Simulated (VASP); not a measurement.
The system is Ti3Nb.

```
Ti Nb
1.0
     4.13343    0.00000    0.00000
     0.00000    4.13343    0.00000
     0.00000    0.00000    4.13343
Ti Nb
3 1
Direct
  0.00000 0.50000 0.50000
  0.50000 0.00000 0.50000
  0.50000 0.50000 0.00000
  0.00000 0.00000 0.00000
```

Base run:

| Property | Result |
| --- | --- |
| Program | VASP 6.6.1 |
| Functional | PBEsol |
| Potentials or basis | VASP PAW PBE potentials, release 64 (Ti_sv, Nb_sv) |
| Cutoff | 500 eV |
| k mesh | 5 × 5 × 5 |
| Occupations | methfessel-paxton, width 0.1 eV |
| Spin | no spin polarisation |

Its results: pressure -5.3 GPa.

**Question.** The run is repeated on the same cell with these changes: k mesh from 5 × 5 × 5 to 2 × 2 × 2. What comes out?

**Answer.** Pressure -2.2 GPa.

Caveats: some runs use coarse meshes; the PAW data sets were made with another functional, which shifts forces and pressure a little.
